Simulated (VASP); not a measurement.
# CaScSi3 (Pm-3m) in VASP: a series of runs, part 2 of 2

VASP 6.6.1. Earlier steps stand in the parts before.

**3. Single point, PBE**

This run uses another cell than the first one, of 24.77 Å³/atom, 1.386 times its volume.

INCAR reads:

```
  PREC = Accurate
  ENCUT = 520
  EDIFF = 1E-6
  ISMEAR = 0
  SIGMA = 0.1
  LREAL = F
  LASPH = T
  NELM = 60
  ALGO = Normal
  ISIF = 2
  LWAVE = F
  LCHARG = T
  GGA = PE
  LELF = T
  LVHAR = T
  NBANDS = 24
```

KPOINTS reads:

```
Automatic mesh
0
Gamma
  4 4 4
```

POSCAR reads:

```
CaScSi3
1.0
    4.9848263698      0.0000000000      0.0000000000
    0.0000000000      4.9848263698      0.0000000000
    0.0000000000      0.0000000000      4.9848263698
Ca Sc Si
1 1 3
Direct
    0.0000000000      0.0000000000      0.0000000000
    0.5000000000      0.5000000000      0.5000000000
    0.0000000000      0.5000000000      0.5000000000
    0.5000000000      0.0000000000      0.5000000000
    0.5000000000      0.5000000000      0.0000000000
```

Potentials or basis: VASP PAW PBE potentials, release 64 (Ca_sv, Sc_sv, Si).

Command:

```
cat potpaw_PBE.64/Ca_sv/POTCAR potpaw_PBE.64/Sc_sv/POTCAR potpaw_PBE.64/Si/POTCAR > POTCAR
mpirun -np 1 vasp_std > vasp.out
```

OUTCAR:

```text
PREC = Accurate
   ENCUT = 520
   EDIFF = 1E-6
   ISMEAR = 0
   LREAL = F
   LASPH = T
   NELM = 60
   ISIF = 2
   GGA = PE

 ion  position               nearest neighbor table
   1  0.000  0.000  0.000-
   2  0.500  0.500  0.500-   3 2.49   4 2.49   5 2.49   5 2.49   4 2.49   3 2.49
   3  0.000  0.500  0.500-   2 2.49   2 2.49
   4  0.500  0.000  0.500-   2 2.49   2 2.49
   5  0.500  0.500  0.000-   2 2.49   2 2.49

  LATTYP: Found a simple cubic cell.
 ALAT       =     4.9848263698

  Lattice vectors:

 A1 = (   4.9848263698,   0.0000000000,   0.0000000000)
 A2 = (   0.0000000000,   4.9848263698,   0.0000000000)
 A3 = (   0.0000000000,   0.0000000000,   4.9848263698)

Analysis of symmetry for initial positions (statically):
=====================================================================
 Subroutine PRICEL returns:
 Original cell was already a primitive cell.

 Routine SETGRP: Setting up the symmetry group for a
 simple cubic supercell.

 Subroutine GETGRP returns: Found 48 space group operations
[... 9 lines left out ...]

 Routine SETGRP: Setting up the symmetry group for a
 simple cubic supercell.

 Subroutine GETGRP returns: Found 48 space group operations
 (whereof 48 operations were pure point group operations)
 out of a pool of 48 trial point group operations.

The dynamic configuration has the point symmetry O_h .

 Subroutine INISYM returns: Found 48 space group operations
 (whereof 48 operations are pure point group operations),
 and found     1 'primitive' translations

----------------------------------------------------------------------------------------

                                     Primitive cell

  volume of cell :     123.8654

  direct lattice vectors                    reciprocal lattice vectors
     4.984826370  0.000000000  0.000000000     0.200608793  0.000000000  0.000000000
     0.000000000  4.984826370  0.000000000     0.000000000  0.200608793  0.000000000
     0.000000000  0.000000000  4.984826370     0.000000000  0.000000000  0.200608793

  length of vectors
     4.984826370  4.984826370  4.984826370     0.200608793  0.200608793  0.200608793

  position of ions in fractional coordinates (direct lattice)
     0.000000000  0.000000000  0.000000000
     0.500000000  0.500000000  0.500000000
     0.000000000  0.500000000  0.500000000
     0.500000000  0.000000000  0.500000000
     0.500000000  0.500000000  0.000000000

  ion indices of the primitive-cell ions
   primitive index   ion index
                 1           1
                 2           2
                 3           3
                 4           4
                 5           5

----------------------------------------------------------------------------------------

 KPOINTS: Automatic mesh

Automatic generation of k-mesh.
 Grid dimensions read from file:
 generate k-points for:    4    4    4

 Generating k-lattice:

  Cartesian coordinates                     Fractional coordinates (reciprocal lattice)
     0.050152198  0.000000000  0.000000000     0.250000000  0.000000000  0.000000000
     0.000000000  0.050152198  0.000000000     0.000000000  0.250000000  0.000000000
     0.000000000  0.000000000  0.050152198     0.000000000  0.000000000  0.250000000

  Length of vectors
     0.050152198  0.050152198  0.050152198

  Shift w.r.t. Gamma in fractional coordinates (k-lattice)
     0.000000000  0.000000000  0.000000000

 Subroutine IBZKPT returns following result:
 ===========================================

 Found     10 irreducible k-points:

 Following reciprocal coordinates:
            Coordinates               Weight
  0.000000  0.000000  0.000000      1.000000
  0.250000  0.000000  0.000000      6.000000
  0.500000  0.000000  0.000000      3.000000
  0.250000  0.250000  0.000000     12.000000
  0.500000  0.250000  0.000000     12.000000
  0.500000  0.500000  0.000000      3.000000
  0.250000  0.250000  0.250000      8.000000
  0.500000  0.250000  0.250000     12.000000
  0.500000  0.500000  0.250000      6.000000
  0.500000  0.500000  0.500000      1.000000
   k-points           NKPTS =     10   k-points in BZ     NKDIM =     10   number of bands    NBANDS=     24
   number of dos      NEDOS =    301   number of ions     NIONS =      5
   total plane-waves  NPLWV =  64000
   dimension x,y,z NGX =    40 NGY =   40 NGZ =   40
   dimension x,y,z NGXF=    80 NGYF=   80 NGZF=   80
   ions per type =               1   1   3
   NGX,Y,Z   is equivalent  to a cutoff of  13.34, 13.34, 13.34 a.u.
   NGXF,Y,Z  is equivalent  to a cutoff of  26.68, 26.68, 26.68 a.u.
 SYSTEM =  unknown system
   PREC   = accura    normal or accurate (medium, high low for compatibility)
   ISTART =      0    job   : 0-new  1-cont  2-samecut
   ICHARG =      2    charge: 1-file 2-atom 10-const
   ISPIN  =      1    spin polarized calculation?
   LNONCOLLINEAR =      F non collinear calculations
   LSORBIT =      F    spin-orbit coupling
   LASPH  =      T    aspherical Exc in radial PAW
   ENCUT  =  520.0 eV  38.22 Ry    6.18 a.u.   9.27  9.27  9.27*2*pi/ulx,y,z
   NELM   =     60;   NELMIN=  2; NELMDL= -5     # of ELM steps
   EDIFF  = 0.1E-05   stopping-criterion for ELM
   LREAL  =      F    real-space projection
   EDIFFG = 0.1E-04   stopping-criterion for IOM
   NSW    =      0    number of steps for IOM
   IBRION =     -1    ionic relax: 0-MD 1-quasi-New 2-CG
   NFREE  =      0    steps in history (QN), initial steepest desc. (CG)
   ISIF   =      2    stress and relaxation
   ISYM   =      2    0-nonsym 1-usesym 2-fastsym
   POTIM  = 0.5000    time-step for ionic-motion
   TEBEG  =    0.0;   TEEND  =   0.0 temperature during run
   PSTRESS=    0.0 pullay stress
   NELECT =      33.0000    total number of electrons
   NUPDOWN=      -1.0000    fix difference up-down
   EMIN   =  10.00;   EMAX   =-10.00  energy-range for DOS
   EFERMI =   0.00;   METHOD = LEGACY
   ISMEAR =     0;   SIGMA  =   0.10  broadening in eV -4-tet -1-fermi 0-gaus
   EFERMI_NEDOS =   21; number of points for ismear=-14 and -15
   IALGO  =     38    algorithm
   IMIX   =      4    mixing-type and parameters
     AMIX     =   0.40;   BMIX     =  1.00
     AMIX_MAG =   1.60;   BMIX_MAG =  1.00
  volume/ion in A,a.u.               =      24.77       167.18
  Fermi-wavevector in a.u.,A,eV,Ry     =   1.053407  1.990650 15.097920  1.109666
  Thomas-Fermi vector in A             =   2.188527
   LORBIT       =      0    0 simple, 1 ext, 2 COOP (PROOUT), +10 PAW based schemes
   GGA     = PE    functional components
   LHFCALC =     F    Hartree Fock is set to
   AEXX    =    0.0000 exact exchange contribution
   IVDW    =     0    specifies the selected vdW correction
   LEPSILON=     F    determine dielectric tensor
   LRPA    =     F    only Hartree local field effects (RPA)
 non-spin polarized calculation
 Gauss-broadening in eV      SIGMA  =   0.10
  energy-cutoff  :      520.00
  volume of cell :      123.87
 maximum number of plane-waves:      3362
 NGX is ok and might be reduce to    40
   NGX = 19   NGY = 19   NGZ = 19

 number of electron      33.0000001 magnetization

 Free energy of the ion-electron system (eV)
  ---------------------------------------------------
  ext. energy  EPLUGINS =         0.00000000
  ---------------------------------------------------
  free energy    TOTEN  =       -23.16113261 eV

  energy without entropy =      -23.14244064  energy(sigma->0) =      -23.15178663

 E-fermi :   3.6829     XC(G=0):  -9.1296

 val. band max:        3.6104213787   @ k =   0.5000   0.2500   0.0000
 cond. band min:       3.7210014432   @ k =   0.2500   0.0000   0.0000
 fundamental gap:      0.1105800645
 Fermi energy:         3.6828898161

 k-point     1 :       0.0000    0.0000    0.0000
  band No.  band energies     occupation
      1     -43.7342      2.00000
      2     -37.9021      2.00000
      3     -22.5475      2.00000
      4     -22.5475      2.00000
      5     -22.5475      2.00000
      6     -18.8702      2.00000
[... 16 lines left out ...]
     23       5.9892      0.00000
     24       6.9199      0.00000
[... 220 lines left out ...]
      2     -37.9017      2.00000
      3     -22.5562      2.00000
      4     -22.5562      2.00000
      5     -22.5562      2.00000
      6     -18.8743      2.00000
[... 16 lines left out ...]
     23       7.5127      0.00000
     24       7.5224      0.00000

------------------------ aborting loop because EDIFF is reached ----------------------------------------

  FORCE on cell =-STRESS in cart. coord.  units (eV):
  Direction    XX          YY          ZZ          XY          YZ          ZX
  --------------------------------------------------------------------------------------
  -------------------------------------------------------------------------------------
  Total        0.1843592      0.1843592      0.1843592      0.0000000     -0.0000000      0.0000000
  in kB        2.3846540      2.3846540      2.3846540      0.0000000     -0.0000000      0.0000000
  external PRESSURE =       2.3846540 kB  Pullay stress =       0.0000000 kB

 VOLUME and BASIS-vectors are now :
 -----------------------------------------------------------------------------
  energy-cutoff  :      520.00
  volume of cell :      123.87
      direct lattice vectors                 reciprocal lattice vectors
     4.984826370  0.000000000  0.000000000     0.200608793  0.000000000  0.000000000
     0.000000000  4.984826370  0.000000000     0.000000000  0.200608793  0.000000000
     0.000000000  0.000000000  4.984826370     0.000000000  0.000000000  0.200608793

 POSITION                                       TOTAL-FORCE (eV/Angst)
 -----------------------------------------------------------------------------------
      0.00000      0.00000      0.00000         0.000000      0.000000      0.000000
      2.49241      2.49241      2.49241         0.000000      0.000000      0.000000
      0.00000      2.49241      2.49241         0.000000      0.000000      0.000000
      2.49241      0.00000      2.49241         0.000000      0.000000      0.000000
      2.49241      2.49241      0.00000         0.000000      0.000000      0.000000
 -----------------------------------------------------------------------------------
    total drift:                               -0.000000      0.000000     -0.000000

  FREE ENERGIE OF THE ION-ELECTRON SYSTEM (eV)
  ---------------------------------------------------
  free  energy   TOTEN  =       -23.1611326144 eV

  energy  without entropy=      -23.1424406400  energy(sigma->0) =      -23.15178663
```

OSZICAR:

```text
N       E                     dE             d eps       ncg     rms          rms(c)
DAV:   1     0.292969290453E+03    0.29297E+03   -0.14001E+04   480   0.122E+03
DAV:   2    -0.401620167507E+01   -0.29699E+03   -0.28767E+03   480   0.365E+02
DAV:   3    -0.230284560145E+02   -0.19012E+02   -0.17953E+02   768   0.945E+01
DAV:   4    -0.239066964382E+02   -0.87824E+00   -0.87192E+00   888   0.149E+01
DAV:   5    -0.239237328542E+02   -0.17036E-01   -0.17028E-01   560   0.236E+00    0.134E+01
DAV:   6    -0.233116432650E+02    0.61209E+00   -0.76535E-01   752   0.683E+00    0.643E+00
DAV:   7    -0.231588117927E+02    0.15283E+00   -0.58011E-01   760   0.555E+00    0.698E-01
DAV:   8    -0.231612085726E+02   -0.23968E-02   -0.60782E-02   800   0.138E+00    0.197E-01
DAV:   9    -0.231610677069E+02    0.14087E-03   -0.32987E-03   704   0.399E-01    0.122E-01
DAV:  10    -0.231610553485E+02    0.12358E-04   -0.85835E-04   736   0.137E-01    0.713E-02
DAV:  11    -0.231611383634E+02   -0.83015E-04   -0.20556E-04   856   0.821E-02    0.157E-02
DAV:  12    -0.231611329387E+02    0.54247E-05   -0.34014E-05   720   0.475E-02    0.746E-03
DAV:  13    -0.231611326144E+02    0.32427E-06   -0.57680E-06   736   0.186E-02
   1 F= -.23161133E+02 E0= -.23151787E+02  d E =-.186920E-01
```

stdout:

```text
POSCAR found type information on POSCAR CaScSi
 POSCAR found :  3 types and       5 ions
 scaLAPACK will be used
 LDA part: xc-table for (Slater+PW92), standard interpolation
 POSCAR, INCAR and KPOINTS ok, starting setup
 FFT: planning ... GRIDC
 FFT: planning ... GRID_SOFT
 FFT: planning ... GRID
 WAVECAR not read
 entering main loop
```

It took 28 s on 1 thread of Intel Xeon Platinum 8488C (Sapphire Rapids), shared host; peak memory 0.25 GiB.

What came out:

- Free energy: -23.1611 eV
- Pressure: 0.2 GPa
